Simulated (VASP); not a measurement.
A run of VASP 6.6.1 is set up as follows.

POSCAR

```
Cd
1.0
    0.0000000000      3.2544121757      3.2544121757
    3.2544121757      0.0000000000      3.2544121757
    3.2544121757      3.2544121757      0.0000000000
Cd
2
Direct
    0.0000000000      0.0000000000      0.0000000000
    0.2500000000      0.2500000000      0.2500000000
```

File INCAR.step1:

```
SYSTEM = Cd
  PREC = Accurate
  ENCUT = 520
  ISMEAR = 0
  SIGMA = 0.1
  LREAL = .FALSE.
  LASPH = .TRUE.
  NELM = 60
  NBANDS = 19
  GGA = PE
  ALGO = Normal
  EDIFF = 1E-4
  LWAVE = .TRUE.
  LCHARG = .FALSE.
```

The input INCAR.step2:

```
SYSTEM = Cd
  PREC = Accurate
  ENCUT = 520
  EDIFF = 1E-6
  ISMEAR = 0
  SIGMA = 0.1
  LREAL = .FALSE.
  LASPH = .TRUE.
  NELM = 60
  ALGO = Normal
  ISIF = 2
  LWAVE = .FALSE.
  LCHARG = .TRUE.
  METAGGA = R2SCAN
  LMIXTAU = .TRUE.
  LELF = .TRUE.
  LVHAR = .TRUE.
  NBANDS = 19
  ISTART = 1
```

Contents of KPOINTS:

```
regular mesh
0
G
  14 14 14
  0 0 0
```

Potentials or basis: VASP PAW PBE potentials, release 64 (Cd).

The run is started by

```console
$ cat potpaw_PBE.64/Cd/POTCAR > POTCAR
$ cp INCAR.step1 INCAR
$ mpirun -np 1 vasp_std > vasp.out
$ cp INCAR.step2 INCAR
$ mpirun -np 1 vasp_std > vasp.out
```

**Question.** Estimate the pressure.

**Answer.** 0.2 GPa.

**Question.** What does it give for the band gap on the k mesh?

**Answer.** Zero (band 12 reaches 5.08 eV, above the bottom of band 13 at -0.21 eV).

Caveat: the PAW data sets were made with another functional, which shifts forces and pressure a little.
